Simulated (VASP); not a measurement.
Ag:

```
Ag
1.0
     0.00000    2.04275    2.04275
     2.04275    0.00000    2.04275
     2.04275    2.04275    0.00000
Ag
1
Cartesian
  0.0000 0.0000 0.0000
```

* Program: VASP 6.6.1
* Task: relaxation of cell and atoms
* Functional: PBEsol
* Potentials or basis: VASP PAW PBE potentials, release 64 (Ag)
* Cutoff: 600 eV
* k mesh: 10 × 10 × 10
* Occupations: gaussian, width 0.05 eV
* Spin: no spin polarisation

At the start: pressure -2.5 GPa; volume 17.05 Å³/atom.

Question: Where does the relaxation end?

Answer: Over 3 steps the energy falls by 3.0 meV/atom and the volume is 16.67 Å³/atom (-2.2 %); space group Fm-3m (No. 225, to 0.05 Å).

Step by step:
| step | energy change (eV) | largest force (eV/Å) | pressure (GPa) | volume (Å³) |
| --- | --- | --- | --- | --- |
| 1 | 0.0000 | 0.0000 | -2.46 | 17.05 |
| 2 | -0.0015 | 0.0000 | 1.86 | 16.41 |
| 3 | -0.0030 | 0.0000 | 0.00 | 16.67 |

Final structure:
```xyz
1
Lattice="0.0000 2.0274 2.0274 2.0274 0.0000 2.0274 2.0274 2.0274 0.0000" Properties=species:S:1:pos:R:3 pbc="T T T"
Ag    0.0000    0.0000    0.0000
```

Caveat: the PAW data sets were made with another functional, which shifts forces and pressure a little.
